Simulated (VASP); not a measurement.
Wanted: the native input for a VASP 6.6.1 run.

```yaml
Task: single point
Functional: r2SCAN
Potentials_or_basis: VASP PAW PBE potentials, release 64 (N)
Cutoff: 520 eV
k_mesh: 6 × 6 × 4
Occupations: gaussian, width 0.05 eV
Spin: collinear spin, ferromagnetic start
Starting_moments: "[3.2, 3.2] μB"
Dipole_correction: no
Further_INCAR_settings: ALGO = Normal; EDIFF = 1e-07; NBANDS = 16
```

The system is N.

```
N
1.0
     3.62900    0.00000    0.00000
    -1.81450    3.14281    0.00000
     0.00000    0.00000    5.89000
N
2
Direct
  0.31742 0.63485 0.23302
  0.66667 0.33333 0.75000
```

This cell differs from its parent crystal: atom 1 (N) moved by (-0.100, -0.100) A along y and z.

The input as run:

POSCAR

```
N
1.0
    3.6290016496      0.0000000000      0.0000000000
   -1.8145008248      3.1428076190      0.0000000000
    0.0000000000      0.0000000000      5.8900000000
N
2
Direct
    0.3174239917      0.6348479835      0.2330220713
    0.6666666667      0.3333333333      0.7500000000
```

INCAR.step1

```
  ALGO = Normal
  EDIFF = 1E-4
  ENCUT = 520
  GGA = PE
  ISMEAR = 0
  ISPIN = 2
  LASPH = T
  LCHARG = F
  LREAL = F
  LWAVE = T
  MAGMOM = 3.2 3.2
  NBANDS = 16
  NELM = 150
  PREC = Accurate
  SIGMA = 0.05
```

INCAR.step2

```
  ALGO = Normal
  EDIFF = 1E-7
  ENCUT = 520
  ISIF = 2
  ISMEAR = 0
  ISPIN = 2
  ISTART = 1
  LASPH = T
  LCHARG = F
  LMIXTAU = T
  LORBIT = 11
  LREAL = F
  LWAVE = F
  MAGMOM = 3.2 3.2
  METAGGA = R2SCAN
  NBANDS = 16
  NELM = 150
  PREC = Accurate
  SIGMA = 0.05
```

KPOINTS

```
k-points
0
Gamma
  6 6 4
```

Potentials or basis: VASP PAW PBE potentials, release 64 (N).

Run with:

```sh
$ cat potpaw_PBE.64/N/POTCAR > POTCAR
$ cp INCAR.step1 INCAR
$ mpirun -np 1 vasp_std > vasp.out
$ cp INCAR.step2 INCAR
$ mpirun -np 1 vasp_std > vasp.out
```

It gave:

```yaml
Pressure: 0.2 GPa
Largest_force: 0.024 eV/Å
Band_gap_on_the_k_mesh: 3.92 eV
Net_moment: 6.00 μB per cell
Site_moments: N +1.99 μB
Valence_electrons_inside_the_program's_atomic_spheres: N 3.30
```

Caveat: the cell differs from its parent crystal (atom 1 (N) moved by (-0.100, -0.100) A along y and z); the atoms stand far beyond bonding distance; the PAW data sets were made with another functional, which shifts forces and pressure a little.

It took 4 min on 1 thread of Intel(R) Xeon(R) 6975P-C (Granite Rapids), on a shared host, peak memory 0.25 GiB.
